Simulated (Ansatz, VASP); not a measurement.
## CdSb2O2: VASP beside Ansatz

```xyz
5
Lattice="5.4213 0.0000 0.0000 -2.7106 4.6949 0.0000 0.0000 0.0000 4.2509" Properties=species:S:1:pos:R:3 pbc="T T T"
Cd    0.0000    0.0000    3.6693
Sb    0.0000    3.1300    2.0348
Sb    2.7106    1.5650    2.0348
O     0.0000    3.1300    0.4786
O     2.7106    1.5650    0.4786
```

Alike in both runs: task relaxation of cell and atoms; functional PBE; k mesh 6 × 6 × 4; occupations gaussian, width 0.1 eV; no spin polarisation.

|  | VASP | Ansatz |
| --- | --- | --- |
| version | VASP 6.6.1 | Ansatz 0.2.0 |
| potentials or method | VASP PAW PBE potentials, release 64 (Cd, Sb, O), cutoff 600 eV | scalar-relativistic, plane waves, PAW |
| valence electrons in the cell | 34 | 62 |

Ansatz gave:

* gap on the k mesh at the Fermi level, each at its own relaxed structure (eV): none
* relaxed volume (Å³/atom): 22.04
* relaxed cell length with the largest relative difference (Å): 5.578

Question: What did VASP give for the same quantities?

Answer: gap on the k mesh at the Fermi level, each at its own relaxed structure (eV): none; relaxed volume (Å³/atom): 20.64; relaxed cell length with the largest relative difference (Å): 5.365.

A gap of «none» marks a metal or a gap that the smearing closes. One of these differences is far larger than is usual between the two programs; its cause wasn't traced. VASP's potentials hold 34 valence electrons a cell and Ansatz's 62, so a difference there can come from the potentials and not from the codes.

The k mesh is coarse, so the values compare programs but aren't converged. Spin-orbit coupling is off throughout.
